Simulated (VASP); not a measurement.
# Ti (Pm-3n) in VASP: single point with r2SCAN

Aim: the single point of Ti with r2SCAN.

Program: VASP 6.6.1. These are calculated values, not measurements. Logs are shortened: lines on timing, memory, paths and dates and some standing lists are left out, and cuts for length are marked.

### Step 1. The cell of the first run

The structure is cubic, space group Pm-3n (No. 223). The conventional cell has a = 5.168 Å, b = 5.168 Å, c = 5.168 Å, α = 90.00°, β = 90.00°, γ = 90.00°. Ti (site symmetry m-3) has 12 Ti at 2.89 Å within 3.8 Å. Ti (site symmetry -4m2) has 14 Ti at 2.58 to 3.16 Å within 3.4 Å.

### Step 2. Single point, r2SCAN

Input file POSCAR:

```
Ti
1.0
    5.1675938293      0.0000000000      0.0000000000
    0.0000000000      5.1675938293      0.0000000000
    0.0000000000      0.0000000000      5.1675938293
Ti
8
Direct
    0.5000000000      0.5000000000      0.5000000000
    0.0000000000      0.0000000000      0.0000000000
    0.2500000000      0.0000000000      0.5000000000
    0.5000000000      0.2500000000      0.0000000000
    0.5000000000      0.7500000000      0.0000000000
    0.7500000000      0.0000000000      0.5000000000
    0.0000000000      0.5000000000      0.7500000000
    0.0000000000      0.5000000000      0.2500000000
```

Input file INCAR.step1:

```
  ALGO = Normal
  EDIFF = 1E-4
  ENCUT = 520
  GGA = PE
  ISMEAR = 0
  LASPH = T
  LCHARG = F
  LREAL = F
  LWAVE = T
  NBANDS = 58
  NELM = 80
  PREC = Accurate
  SIGMA = 0.1
```

Input file INCAR.step2:

```
  ALGO = Normal
  EDIFF = 1E-6
  ENCUT = 520
  ISIF = 2
  ISMEAR = 0
  ISTART = 1
  LASPH = T
  LCHARG = F
  LMIXTAU = T
  LREAL = F
  LWAVE = F
  METAGGA = R2SCAN
  NBANDS = 58
  NELM = 80
  PREC = Accurate
  SIGMA = 0.1
```

Input file KPOINTS:

```
k-points
0
Gamma
  4 4 4
```

Potentials or basis: VASP PAW PBE potentials, release 64 (Ti_sv).

Run with:

```sh
cat potpaw_PBE.64/Ti_sv/POTCAR > POTCAR
cp INCAR.step1 INCAR
mpirun -np 1 vasp_std > vasp.out
cp INCAR.step2 INCAR
mpirun -np 1 vasp_std > vasp.out
```

OUTCAR:

```text
EDIFF = 1E-6
   ENCUT = 520
   ISIF = 2
   ISMEAR = 0
   ISTART = 1
   LASPH = T
   LREAL = F
   METAGGA = R2SCAN
   NELM = 80
   PREC = Accurate

 ion  position               nearest neighbor table
   1  0.500  0.500  0.500-   3 2.89   4 2.89   5 2.89   6 2.89   7 2.89   8 2.89   4 2.89   5 2.89
                             3 2.89   6 2.89   7 2.89   8 2.89
   2  0.000  0.000  0.000-   3 2.89   4 2.89   5 2.89   6 2.89   7 2.89   8 2.89   3 2.89   6 2.89
                             7 2.89   8 2.89   4 2.89   5 2.89
   3  0.250  0.000  0.500-   6 2.58   6 2.58   1 2.89   2 2.89   1 2.89   2 2.89
   4  0.500  0.250  0.000-   5 2.58   5 2.58   1 2.89   1 2.89   2 2.89   2 2.89
   5  0.500  0.750  0.000-   4 2.58   4 2.58   1 2.89   1 2.89   2 2.89   2 2.89
   6  0.750  0.000  0.500-   3 2.58   3 2.58   1 2.89   2 2.89   1 2.89   2 2.89
   7  0.000  0.500  0.750-   8 2.58   8 2.58   1 2.89   2 2.89   2 2.89   1 2.89
   8  0.000  0.500  0.250-   7 2.58   7 2.58   1 2.89   2 2.89   2 2.89   1 2.89

  LATTYP: Found a simple cubic cell.
 ALAT       =     5.1675938293

  Lattice vectors:

 A1 = (   5.1675938293,   0.0000000000,   0.0000000000)
 A2 = (   0.0000000000,   5.1675938293,   0.0000000000)
 A3 = (   0.0000000000,   0.0000000000,   5.1675938293)

Analysis of symmetry for initial positions (statically):
=====================================================================
 Subroutine PRICEL returns:
 Original cell was already a primitive cell.

 Routine SETGRP: Setting up the symmetry group for a
 simple cubic supercell.

 Subroutine GETGRP returns: Found 48 space group operations
 (whereof 24 operations were pure point group operations)
 out of a pool of 48 trial point group operations.

The static configuration has the point symmetry T_h .
 The point group associated with its full space group is O_h .

Analysis of symmetry for dynamics (positions and initial velocities):
=====================================================================
 Subroutine PRICEL returns:
 Original cell was already a primitive cell.

 Routine SETGRP: Setting up the symmetry group for a
 simple cubic supercell.

 Subroutine GETGRP returns: Found 48 space group operations
 (whereof 24 operations were pure point group operations)
 out of a pool of 48 trial point group operations.

The dynamic configuration has the point symmetry T_h .
 The point group associated with its full space group is O_h .

 Subroutine INISYM returns: Found 48 space group operations
 (whereof 24 operations are pure point group operations),
 and found     1 'primitive' translations

----------------------------------------------------------------------------------------

                                     Primitive cell

  volume of cell :     137.9956

  direct lattice vectors                    reciprocal lattice vectors
     5.167593829  0.000000000  0.000000000     0.193513661  0.000000000  0.000000000
     0.000000000  5.167593829  0.000000000     0.000000000  0.193513661  0.000000000
     0.000000000  0.000000000  5.167593829     0.000000000  0.000000000  0.193513661

  length of vectors
     5.167593829  5.167593829  5.167593829     0.193513661  0.193513661  0.193513661

  position of ions in fractional coordinates (direct lattice)
     0.500000000  0.500000000  0.500000000
     0.000000000  0.000000000  0.000000000
     0.250000000  0.000000000  0.500000000
     0.500000000  0.250000000  0.000000000
     0.500000000  0.750000000  0.000000000
     0.750000000  0.000000000  0.500000000
     0.000000000  0.500000000  0.750000000
     0.000000000  0.500000000  0.250000000

  ion indices of the primitive-cell ions
   primitive index   ion index
                 1           1
                 2           2
                 3           3
                 4           4
                 5           5
                 6           6
                 7           7
                 8           8

----------------------------------------------------------------------------------------

 KPOINTS: k-points

Automatic generation of k-mesh.
 Grid dimensions read from file:
 generate k-points for:    4    4    4

 Generating k-lattice:

  Cartesian coordinates                     Fractional coordinates (reciprocal lattice)
     0.048378415  0.000000000  0.000000000     0.250000000  0.000000000  0.000000000
     0.000000000  0.048378415  0.000000000     0.000000000  0.250000000  0.000000000
     0.000000000  0.000000000  0.048378415     0.000000000  0.000000000  0.250000000

  Length of vectors
     0.048378415  0.048378415  0.048378415

  Shift w.r.t. Gamma in fractional coordinates (k-lattice)
     0.000000000  0.000000000  0.000000000

 Subroutine IBZKPT returns following result:
 ===========================================

 Found     10 irreducible k-points:

 Following reciprocal coordinates:
            Coordinates               Weight
  0.000000  0.000000  0.000000      1.000000
  0.250000  0.000000  0.000000      6.000000
  0.500000  0.000000  0.000000      3.000000
  0.250000  0.250000  0.000000     12.000000
  0.500000  0.250000  0.000000     12.000000
  0.500000  0.500000  0.000000      3.000000
  0.250000  0.250000  0.250000      8.000000
  0.500000  0.250000  0.250000     12.000000
  0.500000  0.500000  0.250000      6.000000
  0.500000  0.500000  0.500000      1.000000
   k-points           NKPTS =     10   k-points in BZ     NKDIM =     10   number of bands    NBANDS=     58
   number of dos      NEDOS =    301   number of ions     NIONS =      8
   total plane-waves  NPLWV =  64000
   dimension x,y,z NGX =    40 NGY =   40 NGZ =   40
   dimension x,y,z NGXF=    80 NGYF=   80 NGZF=   80
   ions per type =               8
   NGX,Y,Z   is equivalent  to a cutoff of  12.87, 12.87, 12.87 a.u.
   NGXF,Y,Z  is equivalent  to a cutoff of  25.74, 25.74, 25.74 a.u.
 SYSTEM =  unknown system
   PREC   = accura    normal or accurate (medium, high low for compatibility)
   ISTART =      1    job   : 0-new  1-cont  2-samecut
   ICHARG =      0    charge: 1-file 2-atom 10-const
   ISPIN  =      1    spin polarized calculation?
   LNONCOLLINEAR =      F non collinear calculations
   LSORBIT =      F    spin-orbit coupling
   LASPH  =      T    aspherical Exc in radial PAW
   ENCUT  =  520.0 eV  38.22 Ry    6.18 a.u.   9.61  9.61  9.61*2*pi/ulx,y,z
   NELM   =     80;   NELMIN=  2; NELMDL=  0     # of ELM steps
   EDIFF  = 0.1E-05   stopping-criterion for ELM
   LREAL  =      F    real-space projection
   EDIFFG = 0.1E-04   stopping-criterion for IOM
   NSW    =      0    number of steps for IOM
   IBRION =     -1    ionic relax: 0-MD 1-quasi-New 2-CG
   NFREE  =      0    steps in history (QN), initial steepest desc. (CG)
   ISIF   =      2    stress and relaxation
   ISYM   =      2    0-nonsym 1-usesym 2-fastsym
   POTIM  = 0.5000    time-step for ionic-motion
   TEBEG  =    0.0;   TEEND  =   0.0 temperature during run
   PSTRESS=    0.0 pullay stress
   NELECT =      96.0000    total number of electrons
   NUPDOWN=      -1.0000    fix difference up-down
   EMIN   =  10.00;   EMAX   =-10.00  energy-range for DOS
   EFERMI =   0.00;   METHOD = LEGACY
   ISMEAR =     0;   SIGMA  =   0.10  broadening in eV -4-tet -1-fermi 0-gaus
   EFERMI_NEDOS =   21; number of points for ismear=-14 and -15
   IALGO  =     38    algorithm
   IMIX   =      4    mixing-type and parameters
     AMIX     =   0.40;   BMIX     =  1.00
     AMIX_MAG =   1.60;   BMIX_MAG =  1.00
  volume/ion in A,a.u.               =      17.25       116.40
  Fermi-wavevector in a.u.,A,eV,Ry     =   1.450586  2.741210 28.629383  2.104200
  Thomas-Fermi vector in A             =   2.568181
   LORBIT       =      0    0 simple, 1 ext, 2 COOP (PROOUT), +10 PAW based schemes
   METAGGA = R2SCAN    functional components
   LHFCALC =     F    Hartree Fock is set to
   AEXX    =    0.0000 exact exchange contribution
   IVDW    =     0    specifies the selected vdW correction
   LEPSILON=     F    determine dielectric tensor
   LRPA    =     F    only Hartree local field effects (RPA)
 non-spin polarized calculation
 Gauss-broadening in eV      SIGMA  =   0.10
  energy-cutoff  :      520.00
  volume of cell :      138.00
 maximum number of plane-waves:      3764
 NGX is ok and might be reduce to    40
   NGX = 19   NGY = 19   NGZ = 19

 number of electron      96.0000017 magnetization

 Free energy of the ion-electron system (eV)
  ---------------------------------------------------
  ext. energy  EPLUGINS =         0.00000000
  ---------------------------------------------------
  free energy    TOTEN  =      -101.79166777 eV

  energy without entropy =     -101.66398711  energy(sigma->0) =     -101.72782744

 E-fermi :   8.0728     XC(G=0): -12.4289

 val. band max:        8.0684696628   @ k =   0.5000   0.2500   0.0000
 cond. band min:       8.1051131722   @ k =   0.0000   0.0000   0.0000
 fundamental gap:      0.0366435094
 Fermi energy:         8.0728348670

 k-point     1 :       0.0000    0.0000    0.0000
  band No.  band energies     occupation
      1     -50.6691      2.00000
      2     -50.5695      2.00000
      3     -50.5695      2.00000
      4     -50.5498      2.00000
      5     -50.4967      2.00000
      6     -50.4306      2.00000
[... 50 lines left out ...]
     57       9.5137      0.00000
     58      10.7663      0.00000

 k-point     2 :       0.2500    0.0000    0.0000
  band No.  band energies     occupation
      1     -50.6523      2.00000
      2     -50.5790      2.00000
      3     -50.5552      2.00000
      4     -50.5484      2.00000
      5     -50.5010      2.00000
      6     -50.4500      2.00000
[... 50 lines left out ...]
     57       9.8988      0.00000
     58       9.9475      0.00000
[... 425 lines left out ...]
     57      10.1535      0.00000
     58      10.3130      0.00000

 k-point    10 :       0.5000    0.5000    0.5000
  band No.  band energies     occupation
      1     -50.5500      2.00000
      2     -50.5500      2.00000
      3     -50.5086      2.00000
      4     -50.5086      2.00000
      5     -50.5086      2.00000
      6     -50.5086      2.00000
[... 50 lines left out ...]
     57      10.6704      0.00000
     58      10.6704      0.00000

------------------------ aborting loop because EDIFF is reached ----------------------------------------

  FORCE on cell =-STRESS in cart. coord.  units (eV):
  Direction    XX          YY          ZZ          XY          YZ          ZX
  --------------------------------------------------------------------------------------
  -------------------------------------------------------------------------------------
  Total        1.0833871      1.0833871      1.0833871     -0.0000000     -0.0000000      0.0000000
  in kB       12.5785080     12.5785080     12.5785080     -0.0000000     -0.0000000      0.0000000
  external PRESSURE =      12.5785080 kB  Pullay stress =       0.0000000 kB

 VOLUME and BASIS-vectors are now :
 -----------------------------------------------------------------------------
  energy-cutoff  :      520.00
  volume of cell :      138.00
      direct lattice vectors                 reciprocal lattice vectors
     5.167593829  0.000000000  0.000000000     0.193513661  0.000000000  0.000000000
     0.000000000  5.167593829  0.000000000     0.000000000  0.193513661  0.000000000
     0.000000000  0.000000000  5.167593829     0.000000000  0.000000000  0.193513661

 POSITION                                       TOTAL-FORCE (eV/Angst)
 -----------------------------------------------------------------------------------
      2.58380      2.58380      2.58380         0.000000     -0.000000     -0.000000
      0.00000      0.00000      0.00000         0.000000     -0.000000     -0.000000
      1.29190      0.00000      2.58380         0.000000      0.000000     -0.000000
      2.58380      1.29190      0.00000         0.000000      0.000000      0.000000
      2.58380      3.87570      0.00000        -0.000000     -0.000000     -0.000000
      3.87570      0.00000      2.58380        -0.000000      0.000000      0.000000
      0.00000      2.58380      3.87570        -0.000000     -0.000000     -0.000000
      0.00000      2.58380      1.29190         0.000000      0.000000      0.000000
 -----------------------------------------------------------------------------------
    total drift:                                0.000000     -0.000000      0.000000

  FREE ENERGIE OF THE ION-ELECTRON SYSTEM (eV)
  ---------------------------------------------------
  free  energy   TOTEN  =      -101.7916677704 eV

  energy  without entropy=     -101.6639871070  energy(sigma->0) =     -101.72782744
```

Wall time 4 min (1 thread of Intel Xeon Platinum 8559C (Emerald Rapids), shared host); peak memory 0.27 GiB.

What came out:

```
Free energy            : -101.7917 eV
Pressure               : 1.3 GPa
Band gap on the k mesh : zero (bands 48 and 49 overlap by 0.61 eV)
```

Levels at points of the mesh, in eV from the Fermi level:
| k point | band 46 | band 47 | band 48 | band 49 | band 50 | band 51 |
| --- | --- | --- | --- | --- | --- | --- |
| (0.00, 0.00, 0.00) | -0.45 | -0.45 | -0.45 | -0.45 | -0.01 | -0.01 |
| (0.50, 0.00, 0.00) | -0.21 | -0.03 | -0.03 | 0.11 | 0.11 | 0.24 |
| (0.50, 0.50, 0.00) | -0.09 | -0.08 | -0.08 | 0.06 | 0.10 | 0.15 |
| (0.50, 0.50, 0.50) | 0.16 | 0.16 | 0.16 | 0.16 | 0.16 | 0.59 |

Caveat: the PAW data sets were made with another functional, which shifts forces and pressure a little.
